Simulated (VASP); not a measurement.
## Li: relaxation of cell and atoms with revPBE

Li:

```
Li
1.0
     0.00000    2.20200    2.20200
     2.20200    0.00000    2.20200
     2.20200    2.20200    0.00000
Li
1
Direct
  0.00000 0.00000 0.00000
```

This isn't the form of Li at room conditions, which is bcc.

| Property | Result |
| --- | --- |
| Program | VASP 6.6.1 |
| Task | relaxation of cell and atoms |
| Functional | revPBE |
| Potentials or basis | VASP PAW PBE potentials, release 64 (Li_sv) |
| Cutoff | 600 eV |
| k mesh | 10 × 10 × 10 |
| Occupations | fermi-dirac, width 0.05 eV |
| Spin | no spin polarisation |
| Dipole correction | no |
| Further INCAR settings | ALGO = Normal; EDIFF = 1e-06; IBRION = 2; EDIFFG = -0.01; NSW = 60; ISIF = 3 |

- Relaxed volume: 20.90 Å³/atom
- Relaxed cell: a = 3.092 Å, b = 3.092 Å, c = 3.092 Å, α = 60.00°, β = 60.00°, γ = 60.00°
- Space group after relaxing (to 0.1 Å): Fm-3m (No. 225)
- Energy gained by relaxing: 0.4 meV/atom
- Ionic steps: 3
- Pressure after relaxing: 0.0 GPa
- Band gap on the k mesh: zero (an odd number of electrons rules out a gap without spin polarisation)

The path:
| step | energy change (eV) | largest force (eV/Å) | pressure (GPa) | volume (Å³) |
| --- | --- | --- | --- | --- |
| 1 | 0.0000 | 0.0000 | -0.28 | 21.35 |
| 2 | -0.0002 | 0.0000 | -0.21 | 21.24 |
| 3 | -0.0004 | 0.0000 | -0.02 | 20.90 |

Final structure:
```yaml
crystal:
  lattice:
    - [0.00000, 2.18634, 2.18634]
    - [2.18634, 0.00000, 2.18634]
    - [2.18634, 2.18634, 0.00000]
  atoms:
    - { symbol: Li, position: [0.00000, 0.00000, 0.00000] }
```

Levels at points of the mesh, in eV from the Fermi level:
```csv
k point,band 1,band 2,band 3,band 4,band 5
"(0.00, 0.00, 0.00)",-46.67,-3.48,14.30,14.30,14.30
"(0.50, 0.00, 0.00)",-46.66,0.06,2.88,12.59,12.59
"(0.50, 0.50, 0.00)",-46.65,1.59,4.64,8.41,8.41
```

Wall time 14 s on 1 thread of Intel Xeon 8259CL, with other jobs on the host, peak memory 0.14 GiB.

Caveat: the cutoff is under 1.25 times the usual one of these potentials, so pressure, stress and relaxed cells hold a basis-set (Pulay) error; the PAW data sets were made with another functional, which shifts forces and pressure a little.
